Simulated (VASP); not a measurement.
Set up this calculation in VASP 6.6.1, as the native input.

- Task: single point
- Functional: PBE
- Potentials or basis: VASP PAW PBE potentials, release 64 (Bi_d, Sb, Te, S)
- Cutoff: 400 eV
- k mesh: 7 × 7 × 7
- Occupations: fermi-dirac, width 0.0113 eV
- Spin: no spin polarisation
- Dipole correction: no
- k mesh for the DOS: 11 × 11 × 11
- Occupations for the DOS: tetrahedron
- Further INCAR settings: ALGO = Normal; EDIFF = 1e-06; NBANDS = 38

Crystal: Bi2SbTe2S2.

```
Bi Sb Te S
1.0
     2.15426    3.73129    0.00000
    -2.15426    3.73129    0.00000
     0.00000   -2.48752   13.59218
Bi Sb Te S
2 1 2 2
Cartesian
  0.0000 2.4875 10.1149
  0.0000 2.4875 3.4773
  0.0000 0.0000 0.0000
  0.0000 4.9750 8.3181
  0.0000 0.0000 5.2740
  0.0000 0.0000 11.8798
  0.0000 4.9750 1.7123
```

The input as run:

POSCAR

```
Bi2SbTe2S2
1.0
    2.1542620000      3.7312860000      0.0000000000
   -2.1542620000      3.7312860000      0.0000000000
    0.0000000000     -2.4875240000     13.5921760000
Bi Sb Te S
2 1 2 2
Direct
    0.5813900000      0.5813900000      0.7441700000
    0.4186100000      0.4186100000      0.2558300000
    0.0000000000      0.0000000000      0.0000000000
    0.8706600000      0.8706600000      0.6119800000
    0.1293400000      0.1293400000      0.3880200000
    0.2913400000      0.2913400000      0.8740200000
    0.7086600000      0.7086600000      0.1259800000
```

INCAR.step1

```
SYSTEM = Bi2SbTe2S2
ALGO = Normal ; EDIFF = 1E-6
ENCUT = 400 ; GGA = PE
GGA_COMPAT = .FALSE. ; ISIF = 2
ISMEAR = -1 ; LASPH = .TRUE.
LCHARG = .TRUE. ; LORBIT = 11
LREAL = .FALSE. ; LWAVE = .FALSE.
NBANDS = 38 ; NEDOS = 2001
NELM = 120 ; PREC = Accurate
SIGMA = 0.0113
```

KPOINTS.step1

```
k-points
0
G
  7 7 7
  0 0 0
```

INCAR.step2

```
SYSTEM = Bi2SbTe2S2
ALGO = Normal ; EDIFF = 1E-6
ENCUT = 400 ; GGA = PE
GGA_COMPAT = .FALSE. ; ICHARG = 11
ISIF = 2 ; ISMEAR = -5
LASPH = .TRUE. ; LCHARG = .FALSE.
LORBIT = 11 ; LREAL = .FALSE.
LWAVE = .FALSE. ; NBANDS = 38
NEDOS = 2001 ; NELM = 120
PREC = Accurate ; SIGMA = 0.0113
```

KPOINTS.step2

```
k-points
0
G
  11 11 11
  0 0 0
```

Potentials or basis: VASP PAW PBE potentials, release 64 (Bi_d, Sb, Te, S).

Command:

```sh
$ cat potpaw_PBE.64/Bi_d/POTCAR potpaw_PBE.64/Sb/POTCAR potpaw_PBE.64/Te/POTCAR potpaw_PBE.64/S/POTCAR > POTCAR
$ cp INCAR.step1 INCAR
$ cp KPOINTS.step1 KPOINTS
$ mpirun -np 1 vasp_std > vasp.out
$ cp INCAR.step2 INCAR
$ cp KPOINTS.step2 KPOINTS
$ mpirun -np 1 vasp_std > vasp.out
```

It gave:

| Quantity | Value |
| --- | --- |
| Valence electrons inside the program's atomic spheres | Bi 12.64; Sb 2.19; Te 3.34; S 3.62 |

Wall time 18 min on 1 thread of Intel Xeon 8259CL, with other jobs on the host, peak memory 0.81 GiB.
